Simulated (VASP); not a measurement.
Here is a VASP 6.6.1 calculation.

Contents of INCAR:

```
PREC     = Accurate       # precision mode
ENCUT    = 520            # plane-wave cutoff, eV
EDIFF    = 1E-6           # SCF threshold, eV
ISMEAR   = 0              # smearing method
SIGMA    = 0.1            # smearing width, eV
LREAL    = F              # projectors in reciprocal space
LASPH    = T              # aspherical terms in the spheres
NELM     = 100            # most SCF steps
ALGO     = Normal         # electronic algorithm
ISIF     = 2              # what is computed and relaxed
LWAVE    = F              # write WAVECAR
LCHARG   = F              # write CHGCAR
GGA      = PS             # functional
NBANDS   = 11             # bands
```

KPOINTS

```
Automatic mesh
0
Gamma
  14 14 14
```

Contents of POSCAR:

```
Ca
1.0
   -1.9282173843      1.9287900696      2.7241535604
    1.9282173843     -1.9287900696      2.7241535604
    1.9282173843      1.9287900696     -2.7241535604
Ca
1
Direct
    0.5000000000      0.5000000000      0.0000000000
```

Potentials or basis: VASP PAW PBE potentials, release 64 (Ca_sv).

Run with:

```bash
$ cat potpaw_PBE.64/Ca_sv/POTCAR > POTCAR
$ mpirun -np 1 vasp_std > vasp.out
```

(1) Predict the pressure.

(2) Estimate the band gap on the k mesh.

Answers

(1) 0.0 GPa.

(2) zero (band 5 reaches 2.18 eV, above the bottom of band 6 at 1.93 eV).

Caveat: the PAW data sets were made with another functional, which shifts forces and pressure a little.
